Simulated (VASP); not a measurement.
**Cs3C5: single point with PBE**

The system is Cs3C5.

```
Cs C
1.0
     6.34716    0.00000    0.00000
     0.00000    6.34716    0.00000
     0.00000    0.00000    6.34716
Cs C
3 5
Direct
  0.50000 0.00000 0.00000
  0.00000 0.50000 0.00000
  0.00000 0.00000 0.50000
  0.00000 0.00000 0.00000
  0.00000 0.50000 0.50000
  0.50000 0.00000 0.50000
  0.50000 0.50000 0.00000
  0.50000 0.50000 0.50000
```

The cell was generated, and may not be a known phase.

| Quantity | Value |
| --- | --- |
| Program | VASP 6.6.1 |
| Task | single point |
| Functional | PBE |
| Potentials or basis | VASP PAW PBE potentials, release 64 (Cs_sv, C) |
| Cutoff | 520 eV |
| k mesh | 6 × 6 × 6 |
| Occupations | gaussian, width 0.1 eV |
| Spin | collinear spin |
| Starting moments | [0.0, 0.0, 0.0, 2.18, 2.18, 2.18, 2.18, -1.32] μB |
| Dipole correction | no |
| Further INCAR settings | ALGO = Normal; EDIFF = 1e-06; NBANDS = 38 |

The pressure is 0.1 GPa. The net moment is 8.33 μB per cell, the site moments are Cs +0.12; C +1.19, +1.01, -0.70 (each value once) μB and the valence electrons inside the program's atomic spheres are Cs 6.58; C 2.13, 2.07, 1.98 (each value once).

Levels at points of the mesh, in eV from the Fermi level:
Spin up:
```csv
k point,band 24,band 25,band 26,band 27,band 28,band 29,band 30,band 31,band 32,band 33
"(0.00, 0.00, 0.00)",0.03,0.03,0.03,0.09,0.09,0.09,2.84,2.84,2.84,3.82
"(0.50, 0.00, 0.00)",-0.08,-0.01,-0.01,0.02,0.02,0.20,1.96,2.81,2.81,4.11
"(0.50, 0.50, 0.00)",-0.69,-0.13,-0.05,-0.05,-0.01,0.27,1.90,1.90,2.78,5.51
"(0.50, 0.50, 0.50)",-0.79,-0.79,-0.79,-0.24,0.20,0.20,1.82,1.82,1.82,5.96
```
Spin down:
| k point | band 15 | band 16 | band 17 | band 18 | band 19 | band 20 | band 21 | band 22 | band 23 | band 24 |
| --- | --- | --- | --- | --- | --- | --- | --- | --- | --- | --- |
| (0.00, 0.00, 0.00) | -6.07 | -5.95 | -5.87 | -0.48 | -0.48 | -0.48 | 2.68 | 2.68 | 2.68 | 2.76 |
| (0.50, 0.00, 0.00) | -5.50 | -5.47 | -5.32 | -0.53 | -0.53 | 0.09 | 1.64 | 1.72 | 1.72 | 2.03 |
| (0.50, 0.50, 0.00) | -5.57 | -5.13 | -4.93 | -0.58 | 0.13 | 0.13 | 1.29 | 1.29 | 1.44 | 1.60 |
| (0.50, 0.50, 0.50) | -5.19 | -5.19 | -4.62 | 0.21 | 0.21 | 0.21 | 0.91 | 0.91 | 0.91 | 1.17 |

Run time: 14 min on 1 thread of Intel Xeon 8259CL, on a shared host, peak memory 0.57 GiB.

Caveat: spin-orbit coupling is left out, which moves the levels of the heavy elements.
